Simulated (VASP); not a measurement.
Wanted: the native input for a VASP 6.6.1 run.

- Task: single point
- Functional: PBEsol
- Potentials or basis: VASP PAW PBE potentials, release 64 (W_sv, B)
- Cutoff: 520 eV
- k mesh: 7 × 7 × 1
- Occupations: methfessel-paxton, width 0.05 eV
- Spin: no spin polarisation
- Dipole correction: no
- Further INCAR settings: ALGO = Normal; EDIFF = 1e-07; NBANDS = 48

The structure of B3W2 lies in POSCAR:

```
B3W2
1.0
    3.0200014205      0.0000000000      0.0000000000
   -1.5100007102      2.6153979496      0.0000000000
    0.0000000000      0.0000000000     24.1500000000
W B
4 6
Direct
    0.0000000000      0.0000000000      0.3105590062
    0.0000000000      0.0000000000      0.4368530021
    0.0000000000      0.0000000000      0.5631469979
    0.0000000000      0.0000000000      0.6894409938
    0.3333333333      0.6666666666      0.3737060041
    0.6666666667      0.3333333334      0.3737060041
    0.3333333333      0.6666666666      0.5000000000
    0.6666666667      0.3333333334      0.5000000000
    0.3333333333      0.6666666666      0.6262939959
    0.6666666667      0.3333333334      0.6262939959
```

One way to write it, as run:

INCAR

```
  ALGO = Normal
  EDIFF = 1E-7
  ENCUT = 520
  GGA = PS
  ISIF = 2
  ISMEAR = 1
  LASPH = T
  LCHARG = F
  LREAL = F
  LWAVE = F
  NBANDS = 48
  NELM = 80
  PREC = Accurate
  SIGMA = 0.05
```

KPOINTS

```
k-points
0
Gamma
  7 7 1
```

Potentials or basis: VASP PAW PBE potentials, release 64 (W_sv, B).

The run is started by

```bash
$ cat potpaw_PBE.64/W_sv/POTCAR potpaw_PBE.64/B/POTCAR > POTCAR
$ mpirun -np 1 vasp_std > vasp.out
```

Results of the run:

The largest force is 1.574 eV/Å and the band gap on the k mesh is zero (bands 37 and 38 overlap by 1.62 eV).

Caveat: there is no dipole correction, which matters where the two faces differ; the PAW data sets were made with another functional, which shifts forces and pressure a little; spin-orbit coupling is left out, which moves the levels of the heavy elements.

It took 2.6 min on 1 thread of AMD EPYC 7R13 Processor (Zen 3), with other jobs on the host, peak memory 0.29 GiB.
